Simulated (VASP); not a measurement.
BeS, 2 atoms in the cell. It takes space group Fm-3m (No. 225, cubic). Conventional cell: a = 4.635 Å, b = 4.635 Å, c = 4.635 Å, α = 90.00°, β = 90.00°, γ = 90.00°. Be (site symmetry m-3m) has 6 S at 2.32 Å within 3.1 Å. S (site symmetry m-3m) has 6 Be at 2.32 Å within 3.1 Å. 

| Quantity | Value |
| --- | --- |
| Program | VASP 6.6.1 |
| Task | single point |
| Functional | PBEsol |
| Potentials or basis | VASP PAW PBE potentials, release 64 (Be, S) |
| Cutoff | 600 eV |
| k mesh | 6 × 6 × 6 |
| Occupations | methfessel-paxton, width 0.05 eV |
| Spin | no spin polarisation |
| Dipole correction | no |
| Further INCAR settings | ALGO = Normal; EDIFF = 1e-06; NBANDS = 11 |

Potentials or basis: VASP PAW PBE potentials, release 64 (Be, S).

Launch:

```sh
$ cat potpaw_PBE.64/Be/POTCAR potpaw_PBE.64/S/POTCAR > POTCAR
$ mpirun -np 1 vasp_std > vasp.out
```

Hardware: 1 thread of AMD EPYC 7R13 Processor (Zen 3) (shared host).

Task: Estimate the wall time of this run.

Result: Wall time 9.9 s on 1 thread of AMD EPYC 7R13 Processor (Zen 3) (shared host), peak memory 0.11 GiB. Counts: scf iterations 12, k points 16.
